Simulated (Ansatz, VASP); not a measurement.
Two plane-wave programs on Ba2Be

```xyz
6
Lattice="6.9049 0.0000 0.0000 0.0000 6.9049 0.0000 0.0000 0.0000 6.9049" Properties=species:S:1:pos:R:3 pbc="T T T"
Ba    1.7262    1.7262    5.1787
Ba    5.1787    1.7262    1.7262
Ba    1.7262    5.1787    1.7262
Ba    5.1787    5.1787    5.1787
Be    3.4525    3.4525    3.4525
Be    0.0000    0.0000    0.0000
```

Change from the starting cell: species swapped into the Cu2O type (Pn-3m, No. 224).

Alike in both runs: task relaxation of cell and atoms; functional PBE; k mesh 6 × 6 × 6; occupations gaussian, width 0.1 eV; no spin polarisation.

|  | VASP | Ansatz |
| --- | --- | --- |
| version | VASP 6.6.1 | Ansatz 0.2.0 |
| potentials or method | VASP PAW PBE potentials, release 64 (Ba_sv, Be), cutoff 600 eV | scalar-relativistic, plane waves, PAW |
| valence electrons in the cell | 44 | 44 |

Ansatz gave:

```
gap on the k mesh at the Fermi level, each at its own relaxed structure (eV)  : none
relaxed volume (Å³/atom)                                                      : 56.34
relaxed length of the cell vector where the two differ most in proportion (Å) : 6.966
```

Problem. Estimate VASP's values.

Solution. gap on the k mesh at the Fermi level, each at its own relaxed structure (eV): none; relaxed volume (Å³/atom): 57.12; relaxed length of the cell vector where the two differ most in proportion (Å): 6.998.

A gap of «none» marks a metal or a gap that the smearing closes.

Neither program's run includes spin-orbit coupling.
